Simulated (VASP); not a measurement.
## TaN: relaxation of cell and atoms with PBEsol

Crystal: TaN.

```xyz
6
Lattice="5.1960 0.0000 0.0000 -2.5980 4.4999 0.0000 0.0000 0.0000 2.9110" Properties=species:S:1:pos:R:3 pbc="T T T"
Ta    0.0000    0.0000    0.0000
Ta    2.5980    1.5000    1.4555
Ta    0.0000    2.9999    1.4555
N    -1.0206    1.7678    0.0000
N     1.5774    2.7321    0.0000
N     2.0412    0.0000    0.0000
```

| Item | Value |
| --- | --- |
| Program | VASP 6.6.1 |
| Task | relaxation of cell and atoms |
| Functional | PBEsol |
| Potentials or basis | VASP PAW PBE potentials, release 64 (Ta_pv, N) |
| Cutoff | 600 eV |
| k mesh | 6 × 6 × 9 |
| Occupations | fermi-dirac, width 0.05 eV |
| Spin | no spin polarisation |
| Dipole correction | no |
| Further INCAR settings | ALGO = Normal; EDIFF = 1e-07; IBRION = 2; EDIFFG = -0.01; NSW = 60; ISIF = 3 |

```json
{
 "Relaxed volume": "11.24 Å³/atom",
 "Relaxed cell": "a = 5.186 Å, b = 5.186 Å, c = 2.895 Å, α = 90.00°, β = 90.00°, γ = 120.00°",
 "Space group after relaxing (to 0.05 Å)": "P-62m (No. 189)",
 "Energy gained by relaxing": "1.2 meV/atom",
 "Ionic steps": "6",
 "Pressure after relaxing": "0.0 GPa",
 "Largest force after relaxing": "0.009 eV/Å",
 "Band gap on the k mesh": "zero (band 24 reaches 10.10 eV, above the bottom of band 25 at 6.91 eV)"
}
```

Forces on the atoms (eV/Å):
```
Ta   0.000  0.000  0.000
Ta   0.000  0.000  0.000
Ta   0.000  0.000  0.000
N   -0.005  0.008  0.000
N   -0.005 -0.008  0.000
N    0.009  0.000  0.000
```

Step by step:
```
step  energy change (eV)  largest force (eV/Å)  pressure (GPa)  volume (Å³)
   1              0.0000                0.0244           -3.04        68.06
   2              0.0292                0.0928            7.84        65.97
   3             -0.0067                0.0464            0.09        67.42
   4             -0.0067                0.0468            0.15        67.41
   5             -0.0069                0.0094           -0.01        67.44
   6             -0.0070                0.0094            0.04        67.43
```

Final structure:
```yaml
crystal:
  lattice:
    - [5.18588, 0.00000, 0.00000]
    - [-2.59294, 4.49110, 0.00000]
    - [0.00000, 0.00000, 2.89519]
  atoms:
    - { symbol: Ta, position: [0.00000, 0.00000, 0.00000] }
    - { symbol: Ta, position: [0.66667, 0.33333, 0.50000] }
    - { symbol: Ta, position: [0.33333, 0.66667, 0.50000] }
    - { symbol: N, position: [0.00000, 0.39317, 0.00000] }
    - { symbol: N, position: [0.60683, 0.60683, 0.00000] }
    - { symbol: N, position: [0.39317, 0.00000, 0.00000] }
```

Levels at points of the mesh, in eV from the Fermi level:
```tsv
k point	band 20	band 21	band 22	band 23	band 24	band 25	band 26	band 27	band 28
(0.00, 0.00, 0.00)	-5.05	-4.25	-3.30	-1.95	-0.92	-0.92	0.61	0.61	1.83
(0.50, 0.00, 0.00)	-4.60	-3.92	-3.88	-2.86	-2.66	1.26	1.84	1.94	2.47
```

Run time: 4 min on 1 thread of Intel(R) Xeon(R) Platinum 8259CL CPU @ 2.50GHz (Skylake/Cascade Lake) (shared host), peak memory 0.25 GiB.

Caveat: the PAW data sets were made with another functional, which shifts forces and pressure a little; spin-orbit coupling is left out, which moves the levels of the heavy elements.
